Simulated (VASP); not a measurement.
Wanted: the native input for a VASP 6.6.1 run.

```
Task                   : single point
Functional             : PBE
Potentials or basis    : VASP PAW PBE potentials, release 64 (K_sv, F)
Cutoff                 : 520 eV
k mesh                 : 8 × 8 × 8
Occupations            : gaussian, width 0.02 eV
Spin                   : no spin polarisation
Dipole correction      : no
Further INCAR settings : ALGO = Normal; EDIFF = 1e-06; NBANDS = 15
```

The structure of KF lies in POSCAR:

```
KF
1.0
    0.0000000000      2.7631901196      2.7631901196
    2.7631901196      0.0000000000      2.7631901196
    2.7631901196      2.7631901196      0.0000000000
K F
1 1
Direct
    0.0000000000      0.0000000000      0.0000000000
    0.5000000000      0.5000000000      0.5000000000
```

The input as run:

INCAR

```
ALGO     = Normal         # electronic algorithm
EDIFF    = 1E-6           # SCF threshold, eV
ENCUT    = 520            # plane-wave cutoff, eV
GGA      = PE             # functional
ISIF     = 2              # what is computed and relaxed
ISMEAR   = 0              # smearing method
LASPH    = T              # aspherical terms in the spheres
LCHARG   = F              # write CHGCAR
LREAL    = F              # projectors in reciprocal space
LWAVE    = F              # write WAVECAR
NBANDS   = 15             # bands
NELM     = 80             # most SCF steps
PREC     = Accurate       # precision mode
SIGMA    = 0.02           # smearing width, eV
```

KPOINTS

```
k-points
0
Gamma
  8 8 8
```

Potentials or basis: VASP PAW PBE potentials, release 64 (K_sv, F).

The run is started by

```console
$ cat potpaw_PBE.64/K_sv/POTCAR potpaw_PBE.64/F/POTCAR > POTCAR
$ mpirun -np 1 vasp_std > vasp.out
```

It gave:

The pressure is -1.5 GPa and the band gap on the k mesh is 5.67 eV.

Run time: 11 s on 1 thread of AMD EPYC 9R45 96-Core Processor (Zen 5), on a shared host, peak memory 0.14 GiB.
